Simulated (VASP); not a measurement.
## Ni: single point with r2SCAN

Crystal: Ni.

```
CELL_PARAMETERS angstrom
0.00000 1.73807 1.73807
1.73807 0.00000 1.73807
1.73807 1.73807 0.00000
ATOMIC_POSITIONS crystal
Ni 0.00000 0.00000 0.00000
```

```json
{
 "Program": "VASP 6.6.1",
 "Task": "single point",
 "Functional": "r2SCAN",
 "Potentials or basis": "VASP PAW PBE potentials, release 64 (Ni)",
 "Cutoff": "520 eV",
 "k mesh": "15 × 15 × 15",
 "Occupations": "gaussian, width 0.3 eV",
 "Spin": "collinear spin, ferromagnetic start",
 "Starting moments": "[0.807] μB"
}
```

```json
{
  "Pressure": "0.8 GPa",
  "Net moment": "0.70 μB per cell",
  "Site moments": "Ni +0.71 μB",
  "Valence electrons inside the program's atomic spheres": "Ni 9.41"
}
```

Levels at points of the mesh, in eV from the Fermi level:
Spin up:
```
           k point  band 2  band 3  band 4  band 5  band 6  band 7  band 8  band 9
(0.00, 0.00, 0.00)   -2.96   -2.96   -2.96   -1.63   -1.63   24.88   29.32   29.32
```
Spin down:
```tsv
k point	band 1	band 2	band 3	band 4	band 5	band 6	band 7	band 8
(0.00, 0.00, 0.00)	-9.88	-1.70	-1.70	-1.70	-0.89	-0.89	24.63	29.42
```

It took 4.1 min on 1 thread of AMD EPYC 7R43 64-Core Processor (Zen 3), with other jobs on the host, peak memory 0.11 GiB.

Caveat: the PAW data sets were made with another functional, which shifts forces and pressure a little.
